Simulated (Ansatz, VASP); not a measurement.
# One calculation of SnO, two programs

```
Sn O
1.0
     3.35500    0.00000    0.00000
     0.00000    5.67410    0.00000
     0.00000    0.00000    4.22197
Sn O
2 2
Direct
  0.00300 0.19873 0.49912
  0.49088 0.75346 0.00166
  0.99740 0.87046 0.72680
  0.49472 0.08722 0.22556
```

Alike in both runs: task single point; functional LDA; k mesh 4 × 3 × 3; no spin polarisation.

```csv
,VASP,Ansatz
version,VASP 6.6.1,Ansatz 0.2.0
potentials or method,"VASP PAW LDA potentials, release 64 (Sn_d, O)","plane waves, PAW"
plane-wave cutoff (eV),520,420
occupations,"gaussian, width 0.01 eV",fixed
valence electrons in the cell,40,40
```

Ansatz gave:

| Quantity | Value |
| --- | --- |
| rms of the force components (eV/Å) | 0.156 |

Question: What did VASP give for the same quantities?

Answer: rms of the force components (eV/Å): 0.176.

LDA's correlation is that of Perdew and Zunger in VASP and of Perdew and Wang (1992) in Ansatz. Atom by atom the forces differ by 0.047 eV/Å (rms over components).

The k mesh is coarse, so the values compare programs but aren't converged.
